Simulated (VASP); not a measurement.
Runs of VASP 6.6.1 on TiO2. The structure is that of space group P4_2/mnm (No. 136), or close to it. The cells are those of the table. 

| task | cell | k mesh | cutoff (eV) | smearing | gap on the mesh (eV) | pressure (GPa) | largest force (eV/Å) |
| --- | --- | --- | --- | --- | --- | --- | --- |
| single point | a = 4.640, b = 4.640, c = 3.006 Å, 6 atoms | 6 × 6 × 10 | 520 | gaussian 0.05 eV | 2.31 | 4.0 | 0.15 |
| single point | a = 4.640, b = 4.640, c = 3.006 Å, 6 atoms | 6 × 6 × 10 | 520 | gaussian 0.02 eV | 2.31 | 4.0 | 0.15 |
| relaxation of cell and atoms | relaxed from a = 4.642, b = 4.642, c = 3.006 Å, 6 atoms | 6 × 6 × 10 | 600 | gaussian 0.02 eV | (a) | 0.1 | - |
| single point | a = 4.642, b = 4.642, c = 3.006 Å, 6 atoms | 4 × 4 × 6 | 520 | gaussian 0.1 eV | 2.31 | 4.0 | 0.17 |

Alike in all rows: level PBE+U; potentials or basis VASP PAW PBE potentials, release 64 (Ti_sv, O); no spin polarisation; Ti d U = 4.0 eV.

Question: Fill in the values left out.

Answer: (a) 2.25.

A k mesh can miss the band edges.
